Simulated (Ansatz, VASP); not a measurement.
# Two plane-wave programs on Zr2SeS2

INCAR

```
SYSTEM = Zr2SeS2
PREC     = Accurate       ! precision mode
ENCUT    = 520            ! plane-wave cutoff, eV
EDIFF    = 1E-6           ! SCF threshold, eV
ISMEAR   = 0              ! smearing method
SIGMA    = 0.1            ! smearing width, eV
LREAL    = .FALSE.        ! projectors in reciprocal space
LASPH    = .TRUE.         ! aspherical terms in the spheres
NELM     = 80             ! most SCF steps
ALGO     = Normal         ! electronic algorithm
ISIF     = 2              ! what is computed and relaxed
LWAVE    = .FALSE.        ! write WAVECAR
LCHARG   = .TRUE.         ! write CHGCAR
GGA      = PE             ! functional
LELF     = .TRUE.         ! ELF
LVHAR    = .TRUE.       
NBANDS   = 29             ! bands
```

KPOINTS

```
Automatic mesh
0
G
  6 6 4
  0 0 0
```

POSCAR

```
Zr2SeS2
1.0
    4.5193165600      0.0000000000      0.0000000000
   -2.2596582800      3.9138429500      0.0000000000
    0.0000000000      0.0000000000      7.4345836100
Zr Se S
2 1 2
Direct
    0.3333333300      0.6666666700      0.6200000000
    0.6666666700      0.3333333300      0.3800000000
    0.0000000000      0.0000000000      0.0000000000
    0.3333333300      0.6666666700      0.2599999900
    0.6666666700      0.3333333300      0.7400000100
```

Input for Ansatz:

```yaml
crystal:
  lattice:
    - [4.51931656, 0.0, 0.0]
    - [-2.25965828, 3.91384295, 0.0]
    - [0.0, 0.0, 7.43458361]
  atoms:
    - { symbol: Zr, position: [0.33333333, 0.66666667, 0.62] }
    - { symbol: Zr, position: [0.66666667, 0.33333333, 0.38] }
    - { symbol: Se, position: [0.0, 0.0, 0.0] }
    - { symbol: S, position: [0.33333333, 0.66666667, 0.25999999] }
    - { symbol: S, position: [0.66666667, 0.33333333, 0.74000001] }
basis:
  ecutwfc: 420
kpoints:
  mp_grid: { grid: [6, 6, 4] }
hamiltonian:
  xc: pbe
scf:
  occupations: { method: gaussian, width: 0.1 }
  lower_state_search: "off"
output:
  forces: true
  stress: true
  eigenvalues: true
```

Change from the starting cell: species swapped into the YbMn2Sb2 type (P-3m1, No. 164).

Alike in both runs: task single point; functional PBE; k mesh 6 × 6 × 4; occupations gaussian, width 0.1 eV; no spin polarisation.

|  | VASP | Ansatz |
| --- | --- | --- |
| version | VASP 6.6.1 | Ansatz 0.2.0 |
| potentials or method | VASP PAW PBE potentials, release 64 (Zr_sv, Se, S), cutoff 520 eV | scalar-relativistic, plane waves, PAW |
| valence electrons in the cell | 42 | 52 |

Ansatz gave:

```
gap on the k mesh at the Fermi level (eV)                     : none
pressure (GPa)                                                : -9.7
traceless stress, the component that is largest in VASP (GPa) : -1.86
rms of the force components (eV/Å)                            : 1.279
```

Q: Estimate VASP's values.

A: gap on the k mesh at the Fermi level (eV): none; pressure (GPa): -9.7; traceless stress, the component that is largest in VASP (GPa): -1.89; rms of the force components (eV/Å): 1.280.

Atom by atom the forces differ by 0.002 eV/Å (rms over components). A gap of «none» marks a metal or a gap that the smearing closes. VASP's potentials hold 42 valence electrons a cell and Ansatz's 52, so a difference there can come from the potentials and not from the codes.
